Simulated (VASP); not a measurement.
# CuO (P1) in VASP: density of states with PBE

Aim: the density of states of CuO with PBE.

All numbers are computed with VASP 6.6.1; they aren't measurements. Logs are shortened: lines on timing, memory, paths and dates and some standing lists are left out, and cuts for length are marked.

### 1 The cell of the first run

The typed cell holds 2 atoms: a = 2.993 Å, b = 2.993 Å, c = 2.993 Å, α = 60.00°, β = 60.00°, γ = 60.00°.

### 2 Density of states, PBE (atom 2 moved 0.45 Å)

POSCAR

```
CuO
1.0
    0.0000000000      2.1165600000      2.1165600000
    2.1165600000      0.0000000000      2.1165600000
    2.1165600000      2.1165600000      0.0000000000
Cu O
1 1
Direct
    0.0294977200      0.0281008700      0.9080259900
    0.4705022800      0.4718991300      0.5919740100
```

INCAR.step1

```
SYSTEM = CuO
PREC = Accurate
ENCUT = 520
EDIFF = 1E-7
ISMEAR = -1
SIGMA = 0.05
LREAL = .FALSE.
LASPH = .TRUE.
NELM = 80
ALGO = Normal
ISIF = 2
LWAVE = .FALSE.
LCHARG = .TRUE.
LMAXMIX = 4
GGA = PE
NBANDS = 16
```

KPOINTS.step1

```
regular mesh
0
G
  11 11 11
  0 0 0
```

INCAR.step2

```
SYSTEM = CuO
PREC = Accurate
ENCUT = 520
EDIFF = 1E-7
ISMEAR = -5
SIGMA = 0.05
LREAL = .FALSE.
LASPH = .TRUE.
NELM = 80
ALGO = Normal
ISIF = 2
LWAVE = .FALSE.
LCHARG = .FALSE.
LMAXMIX = 4
GGA = PE
LORBIT = 10
NEDOS = 1001
ICHARG = 11
```

KPOINTS.step2

```
regular mesh
0
G
  17 17 17
  0 0 0
```

Potentials or basis: VASP PAW PBE potentials, release 64 (Cu, O).

The run is started by

```console
$ cat potpaw_PBE.64/Cu/POTCAR potpaw_PBE.64/O/POTCAR > POTCAR
$ cp INCAR.step1 INCAR
$ cp KPOINTS.step1 KPOINTS
$ mpirun -np 1 vasp_std > vasp.out
$ cp INCAR.step2 INCAR
$ cp KPOINTS.step2 KPOINTS
$ mpirun -np 1 vasp_std > vasp.out
```

OUTCAR:

```text
SYSTEM = CuO
   PREC = Accurate
   ENCUT = 520
   EDIFF = 1E-7
   ISMEAR = -5
   LREAL = .FALSE.
   LASPH = .TRUE.
   NELM = 80
   ISIF = 2
   GGA = PE
   LORBIT = 10
   ICHARG = 11

 ion  position               nearest neighbor table
   1  0.029  0.028  0.908-   2 1.88   2 1.89   2 1.91
   2  0.471  0.472  0.592-   1 1.88   1 1.89   1 1.91

  LATTYP: Found a face centered cubic cell.
 ALAT       =     4.2331200000

  Lattice vectors:

 A1 = (   0.0000000000,   2.1165600000,   2.1165600000)
 A2 = (   2.1165600000,   0.0000000000,   2.1165600000)
 A3 = (   2.1165600000,   2.1165600000,   0.0000000000)

Analysis of symmetry for initial positions (statically):
=====================================================================
 Subroutine PRICEL returns:
 Original cell was already a primitive cell.

 Routine SETGRP: Setting up the symmetry group for a
 face centered cubic supercell.

 Subroutine GETGRP returns: Found  1 space group operations
 (whereof  1 operations were pure point group operations)
 out of a pool of 48 trial point group operations.

The static configuration has the point symmetry C_1 .

Analysis of symmetry for dynamics (positions and initial velocities):
=====================================================================
 Subroutine PRICEL returns:
 Original cell was already a primitive cell.

 Routine SETGRP: Setting up the symmetry group for a
 face centered cubic supercell.

 Subroutine GETGRP returns: Found  1 space group operations
 (whereof  1 operations were pure point group operations)
 out of a pool of 48 trial point group operations.

The dynamic configuration has the point symmetry C_1 .

 Subroutine INISYM returns: Found  1 space group operations
 (whereof  1 operations are pure point group operations),
 and found     1 'primitive' translations

----------------------------------------------------------------------------------------

                                     Primitive cell

  volume of cell :      18.9636

  direct lattice vectors                    reciprocal lattice vectors
     0.000000000  2.116560000  2.116560000    -0.236232377  0.236232377  0.236232377
     2.116560000  0.000000000  2.116560000     0.236232377 -0.236232377  0.236232377
     2.116560000  2.116560000  0.000000000     0.236232377  0.236232377 -0.236232377

  length of vectors
     2.993267858  2.993267858  2.993267858     0.409166479  0.409166479  0.409166479

  position of ions in fractional coordinates (direct lattice)
     0.029497720  0.028100870  0.908025990
     0.470502280  0.471899130  0.591974010

  ion indices of the primitive-cell ions
   primitive index   ion index
                 1           1
                 2           2

----------------------------------------------------------------------------------------

 KPOINTS: regular mesh

Automatic generation of k-mesh.
 Grid dimensions read from file:
 generate k-points for:   17   17   17

 Generating k-lattice:

  Cartesian coordinates                     Fractional coordinates (reciprocal lattice)
    -0.013896022  0.013896022  0.013896022     0.058823529  0.000000000  0.000000000
     0.013896022 -0.013896022  0.013896022     0.000000000  0.058823529  0.000000000
     0.013896022  0.013896022 -0.013896022     0.000000000  0.000000000  0.058823529

  Length of vectors
     0.024068616  0.024068616  0.024068616

  Shift w.r.t. Gamma in fractional coordinates (k-lattice)
     0.000000000  0.000000000  0.000000000

 TETIRR: Found  14736 inequivalent tetrahedra from    29478

 Subroutine IBZKPT returns following result:
 ===========================================

 Found   2457 irreducible k-points:

 Following reciprocal coordinates:
            Coordinates               Weight
  0.000000  0.000000  0.000000      1.000000
  0.058824  0.000000  0.000000      2.000000
  0.000000  0.058824  0.000000      2.000000
  0.000000  0.000000  0.058824      2.000000
  0.058824  0.058824  0.058824      2.000000
  0.117647  0.000000  0.000000      2.000000
[... 16 lines left out ...]
  0.000000  0.352941  0.000000      2.000000
  0.000000  0.000000  0.352941      2.000000
 [... further k-points ...]
   k-points           NKPTS =   2457   k-points in BZ     NKDIM =   2457   number of bands    NBANDS=     12
   number of dos      NEDOS =   1001   number of ions     NIONS =      2
   total plane-waves  NPLWV =  13824
   dimension x,y,z NGX =    24 NGY =   24 NGZ =   24
   dimension x,y,z NGXF=    48 NGYF=   48 NGZF=   48
   ions per type =               1   1
   NGX,Y,Z   is equivalent  to a cutoff of  13.33, 13.33, 13.33 a.u.
   NGXF,Y,Z  is equivalent  to a cutoff of  26.66, 26.66, 26.66 a.u.
 SYSTEM =  CuO
   PREC   = accura    normal or accurate (medium, high low for compatibility)
   ISTART =      0    job   : 0-new  1-cont  2-samecut
   ICHARG =     11    charge: 1-file 2-atom 10-const
   ISPIN  =      1    spin polarized calculation?
   LNONCOLLINEAR =      F non collinear calculations
   LSORBIT =      F    spin-orbit coupling
   LASPH  =      T    aspherical Exc in radial PAW
   ENCUT  =  520.0 eV  38.22 Ry    6.18 a.u.   5.57  5.57  5.57*2*pi/ulx,y,z
   NELM   =     80;   NELMIN=  2; NELMDL=  0     # of ELM steps
   EDIFF  = 0.1E-06   stopping-criterion for ELM
   LREAL  =      F    real-space projection
   EDIFFG = 0.1E-05   stopping-criterion for IOM
   NSW    =      0    number of steps for IOM
   IBRION =     -1    ionic relax: 0-MD 1-quasi-New 2-CG
   NFREE  =      0    steps in history (QN), initial steepest desc. (CG)
   ISIF   =      2    stress and relaxation
   ISYM   =      2    0-nonsym 1-usesym 2-fastsym
   POTIM  = 0.5000    time-step for ionic-motion
   TEBEG  =    0.0;   TEEND  =   0.0 temperature during run
   PSTRESS=    0.0 pullay stress
   NELECT =      17.0000    total number of electrons
   NUPDOWN=      -1.0000    fix difference up-down
   EMIN   =  10.00;   EMAX   =-10.00  energy-range for DOS
   EFERMI =   0.00;   METHOD = LEGACY
   ISMEAR =    -5;   SIGMA  =   0.05  broadening in eV -4-tet -1-fermi 0-gaus
   EFERMI_NEDOS =   21; number of points for ismear=-14 and -15
   IALGO  =     38    algorithm
   IMIX   =      4    mixing-type and parameters
     AMIX     =   0.40;   BMIX     =  1.00
     AMIX_MAG =   1.60;   BMIX_MAG =  1.00
  volume/ion in A,a.u.               =       9.48        63.99
  Fermi-wavevector in a.u.,A,eV,Ry     =   1.578522  2.982973 33.902055  2.491731
  Thomas-Fermi vector in A             =   2.679040
   LORBIT       =     10    0 simple, 1 ext, 2 COOP (PROOUT), +10 PAW based schemes
   GGA     = PE    functional components
   LHFCALC =     F    Hartree Fock is set to
   AEXX    =    0.0000 exact exchange contribution
   IVDW    =     0    specifies the selected vdW correction
   LEPSILON=     F    determine dielectric tensor
   LRPA    =     F    only Hartree local field effects (RPA)
 non-spin polarized calculation
 Fermi weights with tetrahedron method with Bloechl corrections
  energy-cutoff  :      520.00
  volume of cell :       18.96
 maximum number of plane-waves:       531

 number of electron      17.0000002 magnetization

 Free energy of the ion-electron system (eV)
  ---------------------------------------------------
  ext. energy  EPLUGINS =         0.00000000
  ---------------------------------------------------
  free energy    TOTEN  =        -9.10386028 eV

  energy without entropy =       -9.10386028  energy(sigma->0) =       -9.10386028

 E-fermi :   6.1718     XC(G=0): -12.3623

 val. band max:        6.2070495518   @ k =  -0.0588   0.1765  -0.0588
 cond. band min:       6.1374394614   @ k =   0.2353   0.0000   0.4706
 fundamental gap:     -0.0696100904
 Fermi energy:         6.1718036018

 k-point     1 :       0.0000    0.0000    0.0000
  band No.  band energies     occupation
      1     -13.5284      2.00000
      2       1.6210      2.00000
      3       1.6763      2.00000
      4       2.3183      2.00000
      5       3.6812      2.00000
      6       3.7153      2.00000
      7       5.6616      2.00000
      8       5.9624      2.00000
      9       5.9956      2.00000
     10       7.6861      0.00000
     11      23.1241      0.00000
     12      24.3302      0.00000

 k-point     2 :       0.0588    0.0000    0.0000
  band No.  band energies     occupation
      1     -13.4934      2.00000
      2       1.4799      2.00000
      3       1.6480      2.00000
      4       2.3856      2.00000
      5       3.6739      2.00000
      6       3.7052      2.00000
      7       5.3832      2.00000
      8       6.0043      2.00000
      9       6.1060      2.07560
     10       7.9576      0.00000
     11      22.8682      0.00000
     12      23.4521      0.00000

 k-point     3 :       0.0000    0.0588    0.0000
  band No.  band energies     occupation
      1     -13.4933      2.00000
      2       1.4732      2.00000
      3       1.6568      2.00000
      4       2.3845      2.00000
      5       3.6738      2.00000
      6       3.7044      2.00000
      7       5.3830      2.00000
      8       6.0010      2.00000
      9       6.1102      2.04164
     10       7.9564      0.00000
     11      22.8805      0.00000
     12      23.4502      0.00000

 k-point     4 :       0.0000    0.0000    0.0588
  band No.  band energies     occupation
      1     -13.4939      2.00000
      2       1.5772      2.00000
      3       1.6327      2.00000
      4       2.2034      2.00000
      5       3.6980      2.00000
      6       3.7302      2.00000
      7       5.4641      2.00000
      8       6.0132      2.00000
      9       6.0464      2.14926
     10       8.0163      0.00000
     11      22.2901      0.00000
     12      24.2368      0.00000

 k-point     5 :       0.0588    0.0588    0.0588
  band No.  band energies     occupation
      1     -13.4934      2.00000
      2       1.5149      2.00000
      3       1.6053      2.00000
      4       2.3898      2.00000
      5       3.6738      2.00000
      6       3.7083      2.00000
      7       5.3828      2.00000
      8       6.0332      2.00000
      9       6.0750      2.23170
     10       7.9623      0.00000
     11      22.8208      0.00000
     12      23.4685      0.00000
[... 228 lines left out ...]
      1     -12.8135      2.00000
      2      -0.3733      2.00000
      3       1.2299      2.00000
      4       2.3824      2.00000
      5       3.6696      2.00000
      6       3.8205      2.00000
      7       4.4719      2.00000
      8       6.2493     -0.12185
      9       6.5219      0.00000
     10      10.9540      0.00000
     11      17.6188      0.00000
     12      22.1464      0.00000

 k-point    22 :       0.3529    0.0000    0.0000
  band No.  band energies     occupation
      1     -12.6053      2.00000
      2      -0.8350      2.00000
      3       1.1822      2.00000
      4       2.2009      2.00000
      5       3.7801      2.00000
      6       3.9231      2.00000
      7       4.5215      2.00000
      8       6.1245      1.98595
      9       6.5574      0.00000
     10      11.6595      0.00000
     11      16.6846      0.00000
     12      21.5580      0.00000

 k-point    23 :       0.0000    0.3529    0.0000
  band No.  band energies     occupation
      1     -12.6050      2.00000
      2      -0.8376      2.00000
      3       1.2005      2.00000
      4       2.2015      2.00000
      5       3.7724      2.00000
      6       3.9209      2.00000
      7       4.5223      2.00000
      8       6.1219      1.99538
      9       6.5448      0.00000
     10      11.6573      0.00000
     11      16.6892      0.00000
     12      21.5561      0.00000

 k-point    24 :       0.0000    0.0000    0.3529
  band No.  band energies     occupation
      1     -12.6170      2.00000
      2      -0.4260      2.00000
      3       0.7569      2.00000
      4       0.8168      2.00000
      5       4.1218      2.00000
      6       4.1363      2.00000
      7       4.8071      2.00000
      8       7.0093      0.00000
      9       7.0341      0.00000
     10      11.7433      0.00000
     11      16.1495      0.00000
     12      20.8487      0.00000

 [... further k-points ...]
[... 5 lines left out ...]
  --------------------------------------------------------------------------------------
  -------------------------------------------------------------------------------------
  Total        2.5229023      2.4171272      2.0822538     -0.5443908      0.4281306      0.4528141
  in kB      213.1519253    204.2153282    175.9229503    -45.9938329     36.1713804     38.2568145
  external PRESSURE =     197.7634013 kB  Pullay stress =       0.0000000 kB

 VOLUME and BASIS-vectors are now :
 -----------------------------------------------------------------------------
  energy-cutoff  :      520.00
  volume of cell :       18.96
      direct lattice vectors                 reciprocal lattice vectors
     0.000000000  2.116560000  2.116560000    -0.236232377  0.236232377  0.236232377
     2.116560000  0.000000000  2.116560000     0.236232377 -0.236232377  0.236232377
     2.116560000  2.116560000  0.000000000     0.236232377  0.236232377 -0.236232377

 POSITION                                       TOTAL-FORCE (eV/Angst)
 -----------------------------------------------------------------------------------
      1.98137      1.98433      0.12191         0.671869      0.615948     -0.447544
      2.25175      2.24879      1.99465        -0.671869     -0.615948      0.447544
 -----------------------------------------------------------------------------------
    total drift:                                0.000119     -0.000020      0.000142

  FREE ENERGIE OF THE ION-ELECTRON SYSTEM (eV)
  ---------------------------------------------------
  free  energy   TOTEN  =        -9.1038602787 eV

  energy  without entropy=       -9.1038602787  energy(sigma->0) =       -9.10386028

 total charge

# of ion       s       p       d       tot
------------------------------------------
    1        0.363   0.410   9.162   9.935
    2        1.577   3.400   0.000   4.977
--------------------------------------------------
tot          1.939   3.810   9.162  14.911
```

Wall time 3.8 min (1 thread of Intel Xeon Platinum 8488C (Sapphire Rapids), shared host); peak memory 0.71 GiB.

What came out:

| Property | Result |
| --- | --- |
| Valence electrons inside the program's atomic spheres | Cu 9.94; O 4.98 |

Caveat: the cell differs from its parent crystal (atom 2 moved 0.45 Å); an odd number of electrons without spin polarisation forces a metal; a magnetic or distorted state may lie lower; semilocal functionals often make such compounds metallic where correlation or magnetic order opens a gap, which also shifts bond lengths; tetrahedron occupations give inexact forces and stress in metals.
